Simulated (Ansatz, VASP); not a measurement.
**Te4O in VASP and in Ansatz**

File INCAR:

```
ALGO = Normal
EDIFF = 1E-6
ENCUT = 520
GGA = PE
ISIF = 2
ISMEAR = -5
LASPH = T
LCHARG = F
LREAL = F
LWAVE = F
NBANDS = 23
NELM = 100
PREC = Accurate
SIGMA = 0.1
```

KPOINTS

```
k-points
0
Gamma
  8 8 8
```

File POSCAR:

```
Te4O
1.0
    4.9816602254      0.0000000000      0.0000000000
    0.0000000000      4.9816602254      0.0000000000
    0.0000000000      0.0000000000      4.9816602254
Te O
4 1
Direct
    0.2746587871      0.2746587871      0.2746587871
    0.7253412129      0.7253412129      0.2746587871
    0.2746587871      0.7253412129      0.7253412129
    0.7253412129      0.2746587871      0.7253412129
    0.0000000000      0.0000000000      0.0000000000
```

Input for Ansatz:

```yaml
crystal:
  lattice:
    - [4.9816602254, 0.0, 0.0]
    - [0.0, 4.9816602254, 0.0]
    - [0.0, 0.0, 4.9816602254]
  atoms:
    - { symbol: Te, position: [0.2746587871, 0.2746587871, 0.2746587871] }
    - { symbol: Te, position: [0.7253412129, 0.7253412129, 0.2746587871] }
    - { symbol: Te, position: [0.2746587871, 0.7253412129, 0.7253412129] }
    - { symbol: Te, position: [0.7253412129, 0.2746587871, 0.7253412129] }
    - { symbol: O, position: [0.0, 0.0, 0.0] }
kpoints:
  mp_grid: { grid: [8, 8, 8] }
hamiltonian:
  xc: pbe
scf:
  occupations: { method: tetrahedron }
  lower_state_search: standard
output:
  forces: true
  eigenvalues: true
  stress: true
accuracy: high
```

Alike in both runs: task single point; functional PBE; k mesh 8 × 8 × 8; occupations tetrahedron; no spin polarisation.

|  | VASP | Ansatz |
| --- | --- | --- |
| version | VASP 6.6.1 | Ansatz 0.2.0 |
| potentials or method | VASP PAW PBE potentials, release 64 (Te, O) | scalar-relativistic, plane waves, PAW |
| plane-wave cutoff (eV) | 520 | 420 |
| valence electrons in the cell | 30 | 70 |

```tsv
	VASP	Ansatz	Ansatz less VASP
gap on the k mesh at the Fermi level (eV)	none	none	-
pressure (GPa)	-0.2	0.0	+0.18
rms of the force components (eV/Å)	0.004	0.004	-0.0005
```

Atom by atom the forces differ by 0.008 eV/Å (rms over components). A gap of «none» marks a metal or a gap that the smearing closes. VASP's potentials hold 30 valence electrons a cell and Ansatz's 70, so a difference there can come from the potentials and not from the codes. Ansatz's warnings: band table not solved further, tetrahedron derivatives may miss energy slope.

Spin-orbit coupling is off throughout.
